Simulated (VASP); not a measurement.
Write the native input for VASP 6.6.1 that does the following.

* Task: single point
* Functional: PBE
* Potentials or basis: VASP PAW PBE potentials, release 64 (Si, Ru_pv, Ir)
* Cutoff: 500 eV
* k mesh: 4 × 4 × 3
* Occupations: gaussian, width 0.2 eV
* Spin: no spin polarisation
* Dipole correction: no
* Further INCAR settings: ALGO = Normal; EDIFF = 1e-06; NBANDS = 26

The structure of Si3IrRu lies in POSCAR:

```
Si3IrRu
1.0
    4.7825050234      0.0000000000      0.0000000000
    0.0000000000      4.7825050234      0.0000000000
    0.0000000000      0.0000000000      4.4752595212
Si Ru Ir
3 1 1
Direct
    0.0000000000      0.5000000000      0.5000000000
    0.5000000000      0.0000000000      0.5000000000
    0.5000000000      0.5000000000      0.5000000000
    0.5000000000      0.5000000000      0.0000000000
    0.0000000000      0.0000000000      0.5000000000
```

One way to write it, as run:

INCAR

```
SYSTEM = Si3IrRu
ALGO = Normal
EDIFF = 1E-6
ENCUT = 500
GGA = PE
GGA_COMPAT = .False.
ISIF = 2
ISMEAR = 0
LASPH = .True.
LCHARG = .False.
LREAL = .False.
LWAVE = .False.
NBANDS = 26
NELM = 120
PREC = Accurate
SIGMA = 0.2
```

KPOINTS

```
k-points
0
Gamma
  4 4 3
  0 0 0
```

Potentials or basis: VASP PAW PBE potentials, release 64 (Si, Ru_pv, Ir).

Launch:

```bash
$ cat potpaw_PBE.64/Si/POTCAR potpaw_PBE.64/Ru_pv/POTCAR potpaw_PBE.64/Ir/POTCAR > POTCAR
$ mpirun -np 1 vasp_std > vasp.out
```

Results of the run:

```yaml
Pressure: 0.4 GPa
```

Caveat: the k points lie up to 0.47 Å⁻¹ apart.

Run time: 30 s on 1 thread of Intel(R) Xeon(R) 6975P-C (Granite Rapids) (shared host), peak memory 0.21 GiB.
